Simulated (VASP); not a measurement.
## CsRe: single point with PBE

CsRe:

```
Cs Re
1.0
     0.00000    3.12613    3.12613
     3.12613    0.00000    3.12613
     3.12613    3.12613    0.00000
Cs Re
1 1
Direct
  0.75000 0.75000 0.75000
  0.00000 0.00000 0.00000
```

The cell was built from a structure type or drawn by symmetry, and may not be a known phase.

| Item | Value |
| --- | --- |
| Program | VASP 6.6.1 |
| Task | single point |
| Functional | PBE |
| Potentials or basis | VASP PAW PBE potentials, release 64 (Cs_sv, Re_sv_GW) |
| Cutoff | 500 eV |
| k mesh | 16 × 16 × 16 |
| Occupations | gaussian, width 0.1 eV |
| Spin | no spin polarisation |
| Dipole correction | no |
| Further INCAR settings | ALGO = Normal; EDIFF = 1e-06; NBANDS = 19 |

| Item | Value |
| --- | --- |
| Pressure | 1.6 GPa |
| Band gap on the k mesh | zero (bands 12 and 13 overlap by 1.31 eV) |

Levels at points of the mesh, in eV from the Fermi level:
| k point | band 10 | band 11 | band 12 | band 13 | band 14 | band 15 |
| --- | --- | --- | --- | --- | --- | --- |
| (0.00, 0.00, 0.00) | -1.28 | -1.28 | 0.84 | 0.84 | 0.84 | 3.49 |
| (0.50, 0.00, 0.00) | -1.08 | -1.08 | -0.21 | -0.09 | -0.09 | 3.66 |
| (0.50, 0.50, 0.00) | -1.81 | -0.51 | -0.51 | -0.45 | 2.21 | 2.58 |

Run time: 3 min on 1 thread of AMD EPYC 7R43 64-Core Processor (Zen 3) (shared host), peak memory 0.27 GiB.

Caveat: spin-orbit coupling is left out, which moves the levels of the heavy elements.
